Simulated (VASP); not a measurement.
# C (P6_3/mmc) in VASP: further runs, part 2 of 2

VASP 6.6.1.

### 3 Relaxation of cell and atoms, PBEsol

This run uses another cell than the first one, of 5.41 Å³/atom, 0.961 times its volume.

Contents of INCAR:

```
PREC = Accurate
ENCUT = 600
EDIFF = 1E-6
ISMEAR = -1
SIGMA = 0.03
LREAL = False
LASPH = True
NELM = 100
ALGO = Normal
ISIF = 3
LWAVE = False
LCHARG = False
GGA = PS
IBRION = 2
NSW = 100
EDIFFG = -0.01
```

Contents of KPOINTS:

```
Automatic mesh
0
Gamma
  9 9 6
```

Contents of POSCAR:

```
C
1.0
    2.4821496060      0.0000000000      0.0000000000
   -1.2410748030      2.1496046148      0.0000000000
    0.0000000000      0.0000000000      4.0533503066
C
4
Direct
    0.3333333333      0.6666666667      0.0000000000
    0.6666666667      0.3333333333      0.5000000000
    0.3333333333      0.6666666667      0.3750000000
    0.6666666667      0.3333333333      0.8750000000
```

Potentials or basis: VASP PAW PBE potentials, release 64 (C).

Run with:

```
> cat potpaw_PBE.64/C/POTCAR > POTCAR
> mpirun -np 1 vasp_std > vasp.out
```

OUTCAR:

```text
PREC = Accurate
   ENCUT = 600
   EDIFF = 1E-6
   ISMEAR = -1
   LREAL = False
   LASPH = True
   NELM = 100
   ISIF = 3
   GGA = PS
   IBRION = 2
   NSW = 100
   EDIFFG = -0.01

 ion  position               nearest neighbor table
   1  0.333  0.667  0.000-   4 1.52   4 1.52   4 1.52   3 1.52
   2  0.667  0.333  0.500-   3 1.52   3 1.52   3 1.52   4 1.52
   3  0.333  0.667  0.375-   2 1.52   2 1.52   2 1.52   1 1.52
   4  0.667  0.333  0.875-   1 1.52   1 1.52   1 1.52   2 1.52

  LATTYP: Found a hexagonal cell.
 ALAT       =     2.4821496060
 C/A-ratio  =     1.6330000000

  Lattice vectors:

 A1 = (   2.4821496060,   0.0000000000,   0.0000000000)
 A2 = (  -1.2410748030,   2.1496046148,   0.0000000000)
 A3 = (   0.0000000000,   0.0000000000,   4.0533503066)

Analysis of symmetry for initial positions (statically):
=====================================================================
 Subroutine PRICEL returns:
 Original cell was already a primitive cell.

 Routine SETGRP: Setting up the symmetry group for a
 hexagonal supercell.

 Subroutine GETGRP returns: Found 24 space group operations
 (whereof  6 operations were pure point group operations)
 out of a pool of 24 trial point group operations.

The static configuration has the point symmetry C_3v.
 The point group associated with its full space group is D_6h.

Analysis of symmetry for dynamics (positions and initial velocities):
[... 174 lines left out ...]
  in kB      106.2252010    106.2252010    392.2469265      0.0000000      0.0000000      0.0000000
  external PRESSURE =     201.5657762 kB  Pullay stress =       0.0000000 kB
[... 25 lines left out ...]
--------------------------------------- Ionic step        2  -------------------------------------------

 number of electron      16.0000003 magnetization

 E-fermi :   9.9243     XC(G=0): -13.1921

 val. band max:        9.2928640139   @ k =   0.0000   0.0000   0.0000
 cond. band min:      12.4589860091   @ k =   0.3333   0.3333   0.0000
 fundamental gap:      3.1661219952
 Fermi energy:         9.9243307550

 k-point     1 :       0.0000    0.0000    0.0000
  band No.  band energies     occupation
      1     -11.8868      2.00000
      2      -6.8683      2.00000
      3      -3.9234      2.00000
      4       6.5844      2.00000
      5       6.5844      2.00000
      6       8.7736      2.00000
      7       9.2929      2.00000
      8       9.2929      2.00000
      9      13.7881      0.00000
     10      14.3956      0.00000
     11      14.3956      0.00000
     12      17.4520      0.00000
[... 572 lines left out ...]
--------------------------------------- Ionic step        8  -------------------------------------------

 number of electron      15.9999999 magnetization

 Free energy of the ion-electron system (eV)
  ---------------------------------------------------
  ext. energy  EPLUGINS =         0.00000000
  ---------------------------------------------------
  free energy    TOTEN  =       -38.40917101 eV

  energy without entropy =      -38.40917101  energy(sigma->0) =      -38.40917101

 E-fermi :  10.7272     XC(G=0): -13.4604

 val. band max:       10.1072846070   @ k =   0.0000   0.0000   0.0000
 cond. band min:      13.1550043797   @ k =   0.3333   0.3333   0.0000
 fundamental gap:      3.0477197727
 Fermi energy:        10.7272010156

 k-point     1 :       0.0000    0.0000    0.0000
  band No.  band energies     occupation
      1     -11.8280      2.00000
      2      -6.1679      2.00000
      3      -3.7667      2.00000
      4       6.9888      2.00000
      5       6.9888      2.00000
      6       9.6013      2.00000
      7      10.1073      2.00000
      8      10.1073      2.00000
      9      15.0266      0.00000
     10      15.0266      0.00000
     11      15.4033      0.00000
     12      18.3113      0.00000
[... 376 lines left out ...]
  FREE ENERGIE OF THE ION-ELECTRON SYSTEM (eV)
  ---------------------------------------------------
  free  energy   TOTEN  =       -38.4091710102 eV

  energy  without entropy=      -38.4091710102  energy(sigma->0) =      -38.40917101

 reached required accuracy - stopping structural energy minimisation
```

OSZICAR:

```text
N       E                     dE             d eps       ncg     rms          rms(c)
DAV:   1     0.387568267339E+02    0.38757E+02   -0.96396E+03  1152   0.146E+03
DAV:   2    -0.372617789615E+02   -0.76019E+02   -0.69553E+02  1640   0.237E+02
DAV:   3    -0.398421598525E+02   -0.25804E+01   -0.25635E+01  1512   0.416E+01
[... 48 lines left out ...]
       N       E                     dE             d eps       ncg     rms          rms(c)
DAV:   1    -0.384091900294E+02   -0.41178E-04   -0.12746E-03  1308   0.353E-01    0.259E-02
DAV:   2    -0.384091776673E+02    0.12362E-04   -0.32108E-05  1428   0.535E-02    0.158E-02
DAV:   3    -0.384091710094E+02    0.66579E-05   -0.13142E-05  1328   0.342E-02    0.209E-03
DAV:   4    -0.384091710102E+02   -0.80672E-09   -0.69920E-07   680   0.745E-03
   8 F= -.38409171E+02 E0= -.38409171E+02  d E =-.225288E-04
```

It took 28 s on 1 thread of Intel Xeon Platinum 8488C (Sapphire Rapids), shared host; peak memory 0.13 GiB.

What came out:

```
Free energy                            : -38.4092 eV
Relaxed volume                         : 5.63 Å³/atom
Relaxed cell                           : a = 2.500 Å, b = 2.500 Å, c = 4.163 Å, α = 90.00°, β = 90.00°, γ = 120.00°
Space group after relaxing (to 0.05 Å) : P6_3/mmc (No. 194)
Energy gained by relaxing              : 19.8 meV/atom
Ionic steps                            : 8
Pressure after relaxing                : -0.1 GPa
Band gap on the k mesh                 : 3.05 eV, indirect (least direct gap 4.92 eV)
```

Stress tensor (GPa, compression positive):
```
-0.05  0.00  0.00
 0.00 -0.05  0.00
 0.00  0.00 -0.23
```

The path:
```csv
step,energy change (eV),largest force (eV/Å),pressure (GPa),volume (Å³)
1,0.0000,0.0442,20.16,21.63
2,0.0523,0.1790,-22.30,23.81
3,-0.0792,0.0183,-0.49,22.55
4,-0.0792,0.0198,-0.09,22.53
5,-0.0792,0.0213,0.28,22.51
6,-0.0791,0.0416,0.37,22.51
7,-0.0792,0.0010,0.31,22.51
8,-0.0792,0.0010,-0.11,22.53
```

Final structure:
```
C
1.0
     2.49997    0.00000    0.00000
    -1.24998    2.16504    0.00000
     0.00000    0.00000    4.16304
C
4
Direct
  0.33333 0.66667 0.00030
  0.66667 0.33333 0.50030
  0.33333 0.66667 0.37470
  0.66667 0.33333 0.87470
```

Caveat: the PAW data sets were made with another functional, which shifts forces and pressure a little.

### 4 Single point, PBEsol

This run uses another cell than the first one: it holds 16 atoms, not 4.

Contents of INCAR:

```
PREC = Accurate
ENCUT = 520
EDIFF = 1E-6
ISMEAR = -1
SIGMA = 0.05
LREAL = Auto
LASPH = True
NELM = 60
ALGO = Normal
ISIF = 2
LWAVE = False
LCHARG = False
GGA = PS
NBANDS = 46
```

Contents of KPOINTS:

```
Automatic mesh
0
Gamma
  6 6 6
```

Contents of POSCAR:

```
C
1.0
    4.9976349482      0.0000153503      0.0000016260
   -2.4988041913      4.3280777758     -0.0000035868
    0.0000013446     -0.0000026734      4.1608715985
C
16
Direct
    0.1655333839      0.3357199236      0.0008682679
    0.3321998337      0.1690535850      0.5008683521
    0.1655337084      0.3357204638      0.3752648374
    0.3321996084      0.1690533031      0.8752648439
    0.1655333342      0.8357197837      0.0008684055
    0.3321999920      0.6690537120      0.5008684390
    0.1655335916      0.8357203391      0.3752649711
    0.3321998016      0.6690533480      0.8752648341
    0.6655332781      0.3357196367      0.0008681878
    0.8321999775      0.1690534522      0.5008681632
    0.6655336134      0.3357200385      0.3752647594
    0.8321996781      0.1690532470      0.8752648487
    0.6655333781      0.8357197314      0.0008683474
    0.8321998454      0.6690532829      0.5008682716
    0.6655337130      0.8357200960      0.3752649376
    0.8321997391      0.6690531938      0.8752649879
```

Potentials or basis: VASP PAW PBE potentials, release 64 (C).

Run with:

```
> cat potpaw_PBE.64/C/POTCAR > POTCAR
> mpirun -np 1 vasp_std > vasp.out
```

OUTCAR:

```text
PREC = Accurate
   ENCUT = 520
   EDIFF = 1E-6
   ISMEAR = -1
   LREAL = Auto
   LASPH = True
   NELM = 60
   ISIF = 2
   GGA = PS

 ion  position               nearest neighbor table
   1  0.166  0.336  0.001-   4 1.53   8 1.53  12 1.53   3 1.56
   2  0.332  0.169  0.501-   3 1.53   7 1.53  11 1.53   4 1.56
   3  0.166  0.336  0.375-   2 1.53   6 1.53  10 1.53   1 1.56
   4  0.332  0.169  0.875-   1 1.53   5 1.53   9 1.53   2 1.56
   5  0.166  0.836  0.001-   8 1.53   4 1.53  16 1.53   7 1.56
   6  0.332  0.669  0.501-   7 1.53   3 1.53  15 1.53   8 1.56
[... 8 lines left out ...]
  15  0.666  0.836  0.375-  14 1.53  10 1.53   6 1.53  13 1.56
  16  0.832  0.669  0.875-  13 1.53   9 1.53   5 1.53  14 1.56
[... 7 lines left out ...]
 A1 = (   4.9976349482,   0.0000153503,   0.0000016260)
 A2 = (  -2.4988041913,   4.3280777758,  -0.0000035868)
 A3 = (   0.0000013446,  -0.0000026734,   4.1608715985)

Analysis of symmetry for initial positions (statically):
=====================================================================
 Subroutine PRICEL returns following result:

  LATTYP: Found a hexagonal cell.
 ALAT       =     2.4988176935
 C/A-ratio  =     1.6651361199

  Lattice vectors:

 A1 = (   2.4988176935,   0.0000076752,   0.0000008130)
 A2 = (  -1.2494021969,   2.1640394934,  -0.0000017934)
 A3 = (   0.0000013446,  -0.0000026734,   4.1608715985)

   4 primitive cells build up your supercell.

 Routine SETGRP: Setting up the symmetry group for a
 hexagonal supercell.

 Subroutine GETGRP returns: Found 24 space group operations
 (whereof  1 operations were pure point group operations)
 out of a pool of 24 trial point group operations.

The static configuration has the point symmetry C_1 .
 The point group associated with its full space group is D_6h.

Analysis of symmetry for dynamics (positions and initial velocities):
=====================================================================
[... 149 lines left out ...]
  Thomas-Fermi vector in A             =   2.577590
   LORBIT       =      0    0 simple, 1 ext, 2 COOP (PROOUT), +10 PAW based schemes
   GGA     = PS    functional components
   LHFCALC =     F    Hartree Fock is set to
   AEXX    =    0.0000 exact exchange contribution
   IVDW    =     0    specifies the selected vdW correction
   LEPSILON=     F    determine dielectric tensor
   LRPA    =     F    only Hartree local field effects (RPA)
 non-spin polarized calculation
  energy-cutoff  :      520.00
  volume of cell :       90.00
 maximum number of plane-waves:      2452
 NGX is ok and might be reduce to    40

 number of electron      63.9999998 magnetization

 Free energy of the ion-electron system (eV)
  ---------------------------------------------------
  ext. energy  EPLUGINS =         0.00000000
  ---------------------------------------------------
  free energy    TOTEN  =      -153.62175650 eV

  energy without entropy =     -153.62175650  energy(sigma->0) =     -153.62175650

 E-fermi :  11.1072     XC(G=0): -13.4676

 val. band max:       10.1299541308   @ k =   0.0000   0.0000   0.0000
 cond. band min:      13.1721347936   @ k =   0.3333   0.3333   0.0000
 fundamental gap:      3.0421806628
 Fermi energy:        11.1072452310

 k-point     1 :       0.0000    0.0000    0.0000
  band No.  band energies     occupation
      1     -11.8260      2.00000
      2      -6.4873      2.00000
      3      -6.4873      2.00000
      4      -6.4871      2.00000
      5      -6.1562      2.00000
      6      -4.7414      2.00000
[... 1117 lines left out ...]
     43      18.9197      0.00000
     44      18.9199      0.00000

 [... further k-points ...]

 [bands above 44 left out]

------------------------ aborting loop because EDIFF is reached ----------------------------------------

  FORCE on cell =-STRESS in cart. coord.  units (eV):
  Direction    XX          YY          ZZ          XY          YZ          ZX
  --------------------------------------------------------------------------------------
  -------------------------------------------------------------------------------------
  Total        0.6019667      0.6019686      0.3792790      0.0000037     -0.0000006      0.0000003
  in kB       10.7161404     10.7161732      6.7518798      0.0000658     -0.0000112      0.0000057
  external PRESSURE =       9.3947311 kB  Pullay stress =       0.0000000 kB

 VOLUME and BASIS-vectors are now :
 -----------------------------------------------------------------------------
  energy-cutoff  :      520.00
  volume of cell :       90.00
      direct lattice vectors                 reciprocal lattice vectors
     4.997634948  0.000015350  0.000001626     0.200094292  0.115523907  0.000000010
    -2.498804191  4.328077776 -0.000003587    -0.000000710  0.231049043  0.000000148
     0.000001345 -0.000002673  4.160871598    -0.000000078  0.000000154  0.240334261

 POSITION                                       TOTAL-FORCE (eV/Angst)
 -----------------------------------------------------------------------------------
     -0.01162      1.45302      0.00361         0.000000     -0.000000      0.008081
      1.23778      0.73168      2.08405         0.000000     -0.000000      0.008081
     -0.01162      1.45303      1.56143        -0.000000      0.000000     -0.008081
      1.23778      0.73168      3.64186        -0.000000      0.000000     -0.008081
     -1.26102      3.61706      0.00361         0.000000     -0.000000      0.008081
     -0.01162      2.89572      2.08405         0.000000     -0.000000      0.008081
[... 8 lines left out ...]
      1.23779      3.61707      1.56143        -0.000000      0.000000     -0.008081
      2.48720      2.89572      3.64186        -0.000000      0.000000     -0.008081
 -----------------------------------------------------------------------------------
    total drift:                                0.002724     -0.004461      0.000497

  FREE ENERGIE OF THE ION-ELECTRON SYSTEM (eV)
  ---------------------------------------------------
  free  energy   TOTEN  =      -153.6217565029 eV

  energy  without entropy=     -153.6217565028  energy(sigma->0) =     -153.62175650
```

stdout:

```text
POSCAR found type information on POSCAR C
 POSCAR found :  1 types and      16 ions
 scaLAPACK will be used
 -----------------------------------------------------------------------------
|                                                                             |
|                                                                             |
|     You enforced a specific xc type in the INCAR file but a different       |
|     I HOPE YOU KNOW WHAT YOU ARE DOING!                                     |
|                                                                             |
 -----------------------------------------------------------------------------

 LDA part: xc-table for (Slater+PW92), standard interpolation
 POSCAR, INCAR and KPOINTS ok, starting setup
 FFT: planning ... GRIDC
 FFT: planning ... GRID_SOFT
 FFT: planning ... GRID
 WAVECAR not read
 entering main loop
```

Wall time 1.7 min (1 thread of Intel Xeon Platinum 8488C (Sapphire Rapids), shared host); peak memory 0.23 GiB.

Results:

| Quantity | Value |
| --- | --- |
| Free energy | -153.6218 eV |
| Pressure | 0.9 GPa |
| Largest force | 0.008 eV/Å |
| Band gap on the k mesh | 3.04 eV |

Forces on the atoms (eV/Å):
```
C    0.000  0.000  0.008
C    0.000  0.000  0.008
C    0.000  0.000 -0.008
C    0.000  0.000 -0.008
C    0.000  0.000  0.008
C    0.000  0.000  0.008
C    0.000  0.000 -0.008
C    0.000  0.000 -0.008
C    0.000  0.000  0.008
C    0.000  0.000  0.008
C    0.000  0.000 -0.008
C    0.000  0.000 -0.008
C    0.000  0.000  0.008
C    0.000  0.000  0.008
C    0.000  0.000 -0.008
C    0.000  0.000 -0.008
```

Caveat: the PAW data sets were made with another functional, which shifts forces and pressure a little.

### 5 Overview

| task | cell | k mesh | cutoff (eV) | smearing | gap on the mesh (eV) | pressure (GPa) |
| --- | --- | --- | --- | --- | --- | --- |
| single point | a = 2.499, b = 2.499, c = 4.161 Å, angles 90.0, 90.0, 120.0°, 4 atoms | 9 × 9 × 6 | 520 | fermi-dirac 0.03 eV | 3.04 | 1.1 |
| relaxation of cell and atoms | relaxed from a = 2.482, b = 2.482, c = 4.053 Å, angles 90.0, 90.0, 120.0°, 4 atoms | 9 × 9 × 6 | 600 | fermi-dirac 0.03 eV | 3.05 | -0.1 |
| single point | a = 4.998, b = 4.998, c = 4.161 Å, angles 90.0, 90.0, 120.0°, 16 atoms | 6 × 6 × 6 | 520 | fermi-dirac 0.05 eV | 3.04 | 0.9 |

Alike in all rows: level PBEsol; potentials or basis VASP PAW PBE potentials, release 64 (C); no spin polarisation.

Caveats: the PAW data sets were made with another functional, which shifts forces and pressure a little.

Absolute energies hang on the potentials; compare differences alone.
